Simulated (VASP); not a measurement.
Input of a VASP 6.6.1 run:

File POSCAR:

```
NaH
1.0
    0.0000000000      2.3970316378      2.3550835841
    2.3970316378      0.0000000000      2.3550835841
    2.3970316378      2.3970316378      0.0000000000
Na H
1 1
Direct
    0.0000000000      0.0000000000      0.0000000000
    0.5000000000      0.5000000000      0.5000000000
```

Contents of INCAR.step1:

```
  PREC = Accurate
  ENCUT = 520
  ISMEAR = -1
  SIGMA = 0.2
  LREAL = F
  LASPH = T
  NELM = 60
  NBANDS = 11
  GGA = PE
  ALGO = Normal
  EDIFF = 1E-4
  LWAVE = T
  LCHARG = F
```

File INCAR.step2:

```
  PREC = Accurate
  ENCUT = 520
  EDIFF = 1E-6
  ISMEAR = -1
  SIGMA = 0.2
  LREAL = F
  LASPH = T
  NELM = 60
  ALGO = Normal
  ISIF = 2
  LWAVE = F
  LCHARG = T
  METAGGA = R2SCAN
  LMIXTAU = T
  LELF = T
  LVHAR = T
  NBANDS = 11
  ISTART = 1
```

KPOINTS

```
Automatic mesh
0
Gamma
  8 8 8
```

Potentials or basis: VASP PAW PBE potentials, release 64 (Na_pv, H).

Run with:

```sh
$ cat potpaw_PBE.64/Na_pv/POTCAR potpaw_PBE.64/H/POTCAR > POTCAR
$ cp INCAR.step1 INCAR
$ mpirun -np 1 vasp_std > vasp.out
$ cp INCAR.step2 INCAR
$ mpirun -np 1 vasp_std > vasp.out
```

(1) What does it give for the band gap on the k mesh?

(2) Estimate the pressure.

Answers

(1) 4.44 eV, indirect (least direct gap 5.30 eV).

(2) 0.2 GPa.

Caveat: the cell differs from its parent crystal (engineering shear strain xy +0.0000, normal strain along z -0.0175); the PAW data sets were made with another functional, which shifts forces and pressure a little.
